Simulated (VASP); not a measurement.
# BP in VASP: single point with r2SCAN

Aim: the single point of BP with r2SCAN.

All numbers are computed with VASP 6.6.1; they aren't measurements. Logs are shortened: lines on timing, memory, paths and dates and some standing lists are left out, and cuts for length are marked.

**1. The cell of the first run**

The cell holds a slab with vacuum, 8 atoms: a = 3.209 Å, b = 3.209 Å, c = 23.825 Å, α = 90.00°, β = 90.00°, γ = 60.00°.

**2. Single point, r2SCAN**

Input file POSCAR:

```
BP
1.0
    3.2088505730      0.0000000000      0.0000000000
    1.6044252865      2.7789461132      0.0000000000
    0.0000000000      0.0000000000     23.8250582059
B P
4 4
Direct
    0.0000000000      0.0000000000      0.2938083063
    0.6666666667      0.6666666667      0.4037772096
    0.3333333333      0.3333333333      0.5137461129
    0.0000000000      1.0000000000      0.6237150162
    0.0000000000      1.0000000000      0.3762849838
    0.6666666667      0.6666666667      0.4862538871
    0.3333333333      0.3333333333      0.5962227904
    0.0000000000      1.0000000000      0.7061916937
```

Input file INCAR.step1:

```
SYSTEM = BP
ALGO     = Normal         ! electronic algorithm
DIPOL    = 0.5 0.5 0.500
EDIFF    = 1E-5           ! SCF threshold, eV
ENCUT    = 460            ! plane-wave cutoff, eV
GGA      = PE             ! functional
GGA_COMPAT= .False.      
IDIPOL   = 3            
ISMEAR   = 0              ! smearing method
LASPH    = .True.         ! aspherical terms in the spheres
LCHARG   = .False.        ! write CHGCAR
LDIPOL   = .True.       
LREAL    = .False.        ! projectors in reciprocal space
LWAVE    = .True.         ! write WAVECAR
NBANDS   = 26             ! bands
NELM     = 120            ! most SCF steps
NELMDL   = -8           
PREC     = Accurate       ! precision mode
SIGMA    = 0.05           ! smearing width, eV
```

Input file INCAR.step2:

```
SYSTEM = BP
ALGO     = Normal         ! electronic algorithm
DIPOL    = 0.5 0.5 0.500
EDIFF    = 1E-6           ! SCF threshold, eV
ENCUT    = 460            ! plane-wave cutoff, eV
GGA_COMPAT= .False.      
IDIPOL   = 3            
ISIF     = 2              ! what is computed and relaxed
ISMEAR   = 0              ! smearing method
ISTART   = 1            
LASPH    = .True.         ! aspherical terms in the spheres
LCHARG   = .False.        ! write CHGCAR
LDIPOL   = .True.       
LMIXTAU  = .True.       
LREAL    = .False.        ! projectors in reciprocal space
LWAVE    = .False.        ! write WAVECAR
METAGGA  = R2SCAN         ! meta-GGA
NBANDS   = 26             ! bands
NELM     = 120            ! most SCF steps
PREC     = Accurate       ! precision mode
SIGMA    = 0.05           ! smearing width, eV
```

Input file KPOINTS:

```
k-points
0
Gamma
  5 5 1
  0 0 0
```

Potentials or basis: VASP PAW PBE potentials, release 64 (B, P).

Command:

```
> cat potpaw_PBE.64/B/POTCAR potpaw_PBE.64/P/POTCAR > POTCAR
> cp INCAR.step1 INCAR
> mpirun -np 1 vasp_std > vasp.out
> cp INCAR.step2 INCAR
> mpirun -np 1 vasp_std > vasp.out
```

OUTCAR:

```text
SYSTEM = BP
   EDIFF = 1E-6
   ENCUT = 460
   ISIF = 2
   ISMEAR = 0
   ISTART = 1
   LASPH = .True.
   LREAL = .False.
   METAGGA = R2SCAN
   NELM = 120
   PREC = Accurate

 ion  position               nearest neighbor table
   1  0.000  0.000  0.294-   5 1.97
   2  0.667  0.667  0.404-   5 1.97   5 1.97   5 1.97   6 1.97
   3  0.333  0.333  0.514-   6 1.97   6 1.97   6 1.97   7 1.97
   4  0.000  0.000  0.624-   7 1.97   7 1.97   7 1.97   8 1.97
   5  0.000  0.000  0.376-   2 1.97   2 1.97   2 1.97   1 1.97
   6  0.667  0.667  0.486-   3 1.97   3 1.97   3 1.97   2 1.97
   7  0.333  0.333  0.596-   4 1.97   4 1.97   4 1.97   3 1.97
   8  0.000  0.000  0.706-   4 1.97

  LATTYP: Found a hexagonal cell.
 ALAT       =     3.2088505730
 C/A-ratio  =     7.4247951607

  Lattice vectors:

 A1 = (  -1.6044252865,  -2.7789461132,   0.0000000000)
 A2 = (   3.2088505730,   0.0000000000,   0.0000000000)
 A3 = (   0.0000000000,   0.0000000000,  23.8250582059)

Analysis of symmetry for initial positions (statically):
=====================================================================
 Subroutine PRICEL returns:
 Original cell was already a primitive cell.

 Routine SETGRP: Setting up the symmetry group for a
 hexagonal supercell.

 Subroutine GETGRP returns: Found  6 space group operations
 (whereof  6 operations were pure point group operations)
 out of a pool of 24 trial point group operations.

The static configuration has the point symmetry C_3v.

Analysis of symmetry for dynamics (positions and initial velocities):
=====================================================================
 Subroutine PRICEL returns:
 Original cell was already a primitive cell.

 Routine SETGRP: Setting up the symmetry group for a
 hexagonal supercell.

 Subroutine GETGRP returns: Found  6 space group operations
 (whereof  6 operations were pure point group operations)
 out of a pool of 24 trial point group operations.

The dynamic configuration has the point symmetry C_3v.

 Subroutine INISYM returns: Found  6 space group operations
 (whereof  6 operations are pure point group operations),
 and found     1 'primitive' translations

----------------------------------------------------------------------------------------

                                     Primitive cell

  volume of cell :     212.4534

  direct lattice vectors                    reciprocal lattice vectors
     3.208850573  0.000000000  0.000000000     0.311638070 -0.179924324  0.000000000
     1.604425286  2.778946113  0.000000000     0.000000000  0.359848647  0.000000000
     0.000000000  0.000000000 23.825058206     0.000000000  0.000000000  0.041972615

  length of vectors
     3.208850573  3.208850573 23.825058206     0.359848647  0.359848647  0.041972615

  position of ions in fractional coordinates (direct lattice)
     0.000000000  0.000000000  0.293808306
     0.666666667  0.666666667  0.403777210
     0.333333333  0.333333333  0.513746113
     0.000000000  0.000000000  0.623715016
     0.000000000  0.000000000  0.376284984
     0.666666667  0.666666667  0.486253887
     0.333333333  0.333333333  0.596222790
     0.000000000  0.000000000  0.706191694

  ion indices of the primitive-cell ions
   primitive index   ion index
                 1           1
                 2           2
                 3           3
                 4           4
                 5           5
                 6           6
                 7           7
                 8           8

----------------------------------------------------------------------------------------

 KPOINTS: k-points

Automatic generation of k-mesh.
 Grid dimensions read from file:
 generate k-points for:    5    5    1

 Generating k-lattice:

  Cartesian coordinates                     Fractional coordinates (reciprocal lattice)
     0.062327614 -0.035984865  0.000000000     0.200000000 -0.000000000  0.000000000
     0.000000000  0.071969729  0.000000000     0.000000000  0.200000000  0.000000000
     0.000000000  0.000000000  0.041972615     0.000000000  0.000000000  1.000000000

  Length of vectors
     0.071969729  0.071969729  0.041972615

  Shift w.r.t. Gamma in fractional coordinates (k-lattice)
     0.000000000  0.000000000  0.000000000

 Subroutine IBZKPT returns following result:
 ===========================================

 Found      5 irreducible k-points:

 Following reciprocal coordinates:
            Coordinates               Weight
  0.000000  0.000000  0.000000      1.000000
  0.200000  0.000000  0.000000      6.000000
  0.400000  0.000000  0.000000      6.000000
  0.400000  0.200000  0.000000      6.000000
 -0.400000  0.200000  0.000000      6.000000
   k-points           NKPTS =      5   k-points in BZ     NKDIM =      5   number of bands    NBANDS=     26
   number of dos      NEDOS =    301   number of ions     NIONS =      8
   total plane-waves  NPLWV =  96768
   dimension x,y,z NGX =    24 NGY =   24 NGZ =  168
   dimension x,y,z NGXF=    48 NGYF=   48 NGZF=  336
   ions per type =               4   4
   NGX,Y,Z   is equivalent  to a cutoff of  12.43, 12.43, 11.72 a.u.
   NGXF,Y,Z  is equivalent  to a cutoff of  24.87, 24.87, 23.45 a.u.
 SYSTEM =  BP
   PREC   = accura    normal or accurate (medium, high low for compatibility)
   ISTART =      1    job   : 0-new  1-cont  2-samecut
   ICHARG =      0    charge: 1-file 2-atom 10-const
   ISPIN  =      1    spin polarized calculation?
   LNONCOLLINEAR =      F non collinear calculations
   LSORBIT =      F    spin-orbit coupling
   LASPH  =      T    aspherical Exc in radial PAW
   ENCUT  =  460.0 eV  33.81 Ry    5.81 a.u.   5.61  5.61 41.66*2*pi/ulx,y,z
   NELM   =    120;   NELMIN=  2; NELMDL=  0     # of ELM steps
   EDIFF  = 0.1E-05   stopping-criterion for ELM
   LREAL  =      F    real-space projection
   EDIFFG = 0.1E-04   stopping-criterion for IOM
   NSW    =      0    number of steps for IOM
   IBRION =     -1    ionic relax: 0-MD 1-quasi-New 2-CG
   NFREE  =      0    steps in history (QN), initial steepest desc. (CG)
   ISIF   =      2    stress and relaxation
   ISYM   =      2    0-nonsym 1-usesym 2-fastsym
   POTIM  = 0.5000    time-step for ionic-motion
   TEBEG  =    0.0;   TEEND  =   0.0 temperature during run
   PSTRESS=    0.0 pullay stress
   NELECT =      32.0000    total number of electrons
   NUPDOWN=      -1.0000    fix difference up-down
   EMIN   =  10.00;   EMAX   =-10.00  energy-range for DOS
   EFERMI =   0.00;   METHOD = LEGACY
   ISMEAR =     0;   SIGMA  =   0.05  broadening in eV -4-tet -1-fermi 0-gaus
   EFERMI_NEDOS =   21; number of points for ismear=-14 and -15
   IALGO  =     38    algorithm
   IMIX   =      4    mixing-type and parameters
     AMIX     =   0.40;   BMIX     =  1.00
     AMIX_MAG =   1.60;   BMIX_MAG =  1.00
  volume/ion in A,a.u.               =      26.56       179.21
  Fermi-wavevector in a.u.,A,eV,Ry     =   0.871038  1.646023 10.322831  0.758707
  Thomas-Fermi vector in A             =   1.990088
   LORBIT       =      0    0 simple, 1 ext, 2 COOP (PROOUT), +10 PAW based schemes
   METAGGA = R2SCAN    functional components
   LHFCALC =     F    Hartree Fock is set to
   AEXX    =    0.0000 exact exchange contribution
   IVDW    =     0    specifies the selected vdW correction
   LEPSILON=     F    determine dielectric tensor
   LRPA    =     F    only Hartree local field effects (RPA)
 non-spin polarized calculation
 Gauss-broadening in eV      SIGMA  =   0.05
  energy-cutoff  :      460.00
  volume of cell :      212.45
 maximum number of plane-waves:      4788
 NGX is ok and might be reduce to    24
   NGX = 11   NGY = 11   NGZ = 83

 dipolmoment           0.000000      0.000000      0.039914 electrons x Angstroem

 number of electron      32.0000001 magnetization

 dipolmoment           0.000000      0.000000     -0.050428 electrons x Angstroem

 Free energy of the ion-electron system (eV)
  ---------------------------------------------------
  ext. energy  EPLUGINS =         0.00000000
  ---------------------------------------------------
  free energy    TOTEN  =       -62.58877824 eV

  energy without entropy =      -62.58453784  energy(sigma->0) =      -62.58665804

 E-fermi :  -0.2866     XC(G=0):  -5.9946

 val. band max:       -0.4468784764   @ k =  -0.4000   0.2000   0.0000
 cond. band min:      -0.2523839388   @ k =  -0.4000   0.2000   0.0000
 fundamental gap:      0.1944945376
 Fermi energy:        -0.2865870463

 k-point     1 :       0.0000    0.0000    0.0000
  band No.  band energies     occupation
      1     -16.1505      2.00000
      2     -15.2843      2.00000
      3     -14.0183      2.00000
      4     -11.6296      2.00000
      5      -9.1643      2.00000
      6      -6.9247      2.00000
[... 18 lines left out ...]
     25       5.2051      0.00000
     26       5.2124      0.00000

 k-point     2 :       0.2000    0.0000    0.0000
  band No.  band energies     occupation
      1     -15.4877      2.00000
      2     -14.6352      2.00000
      3     -13.3948      2.00000
      4     -11.0756      2.00000
      5      -8.6539      2.00000
      6      -6.5246      2.00000
[... 18 lines left out ...]
     25       5.7675      0.00000
     26       6.5983      0.00000

 k-point     3 :       0.4000    0.0000    0.0000
  band No.  band energies     occupation
      1     -13.6503      2.00000
      2     -12.9084      2.00000
      3     -11.9286      2.00000
      4     -10.2318      2.00000
      5      -8.8299      2.00000
      6      -8.1874      2.00000
[... 18 lines left out ...]
     25       6.2769      0.00000
     26       6.3650      0.00000

 k-point     4 :       0.4000    0.2000    0.0000
  band No.  band energies     occupation
      1     -14.2173      2.00000
      2     -13.4115      2.00000
      3     -12.2726      2.00000
      4     -10.2585      2.00000
      5      -8.1042      2.00000
      6      -7.1407      2.00000
[... 18 lines left out ...]
     25       6.3142      0.00000
     26       6.5859      0.00000

 k-point     5 :      -0.4000    0.2000    0.0000
  band No.  band energies     occupation
      1     -12.4105      2.00000
      2     -12.0239      2.00000
      3     -11.5418      2.00000
      4     -10.2674      2.00000
      5      -8.9224      2.00000
      6      -8.5677      2.00000
[... 18 lines left out ...]
     25       6.4068      0.00000
     26       6.9022      0.00000

------------------------ aborting loop because EDIFF is reached ----------------------------------------

 vacuum level on the upper side and lower side of the slab       (xc-potential included)        -0.545         0.472

  FORCE on cell =-STRESS in cart. coord.  units (eV):
  Direction    XX          YY          ZZ          XY          YZ          ZX
  --------------------------------------------------------------------------------------
  -------------------------------------------------------------------------------------
  Total       -5.3836064     -5.3836064     -1.6261691     -0.0000000      0.0000000      0.0000000
  in kB      -40.5994634    -40.5994634    -12.2634508     -0.0000000      0.0000000      0.0000000
  external PRESSURE =     -31.1541259 kB  Pullay stress =       0.0000000 kB

 VOLUME and BASIS-vectors are now :
 -----------------------------------------------------------------------------
  energy-cutoff  :      460.00
  volume of cell :      212.45
      direct lattice vectors                 reciprocal lattice vectors
     3.208850573  0.000000000  0.000000000     0.311638070 -0.179924324  0.000000000
     1.604425286  2.778946113  0.000000000     0.000000000  0.359848647  0.000000000
     0.000000000  0.000000000 23.825058206     0.000000000  0.000000000  0.041972615

 POSITION                                       TOTAL-FORCE (eV/Angst)
 -----------------------------------------------------------------------------------
      0.00000      0.00000      7.00000         0.000000     -0.000000      0.195362
      3.20885      1.85263      9.62002        -0.000000      0.000000     -0.179863
      1.60443      0.92632     12.24003        -0.000000      0.000000     -0.091654
      0.00000      0.00000     14.86005        -0.000000     -0.000000      0.500240
      0.00000      0.00000      8.96501         0.000000      0.000000     -0.002191
      3.20885      1.85263     11.58503         0.000000      0.000000      0.129105
      1.60443      0.92632     14.20504        -0.000000      0.000000     -0.096282
      0.00000      0.00000     16.82506         0.000000      0.000000     -0.454716
 -----------------------------------------------------------------------------------
    total drift:                               -0.000002     -0.000001      0.000178

  FREE ENERGIE OF THE ION-ELECTRON SYSTEM (eV)
  ---------------------------------------------------
  free  energy   TOTEN  =       -62.5887782360 eV

  energy  without entropy=      -62.5845378444  energy(sigma->0) =      -62.58665804

 vacuum level on the upper side and lower side of the slab         5.549         6.586
```

Wall time 8.8 min (1 thread of Intel Xeon 8259CL, shared host); peak memory 0.29 GiB.

What came out:

```yaml
Free_energy: -62.5888 eV
Largest_force: 0.500 eV/Å
Band_gap_on_the_k_mesh: zero (bands 16 and 17 overlap by 3.48 eV)
```

Forces in eV/Å, atoms in the order of the input:
```
B    0.000  0.000  0.195
B    0.000  0.000 -0.180
B    0.000  0.000 -0.092
B    0.000  0.000  0.500
P    0.000  0.000 -0.002
P    0.000  0.000  0.129
P    0.000  0.000 -0.096
P    0.000  0.000 -0.455
```

Levels at points of the mesh, in eV from the Fermi level:
```tsv
k point	band 14	band 15	band 16	band 17	band 18	band 19
(0.00, 0.00, 0.00)	-0.29	-0.29	3.32	3.32	3.71	3.71
```

Caveat: the k points lie up to 0.45 Å⁻¹ apart, too coarse for converged energies and pressures of a metal; the PAW data sets were made with another functional, which shifts forces and pressure a little.

The gap in the log of VASP goes by the Fermi energy; the results here count the filled bands.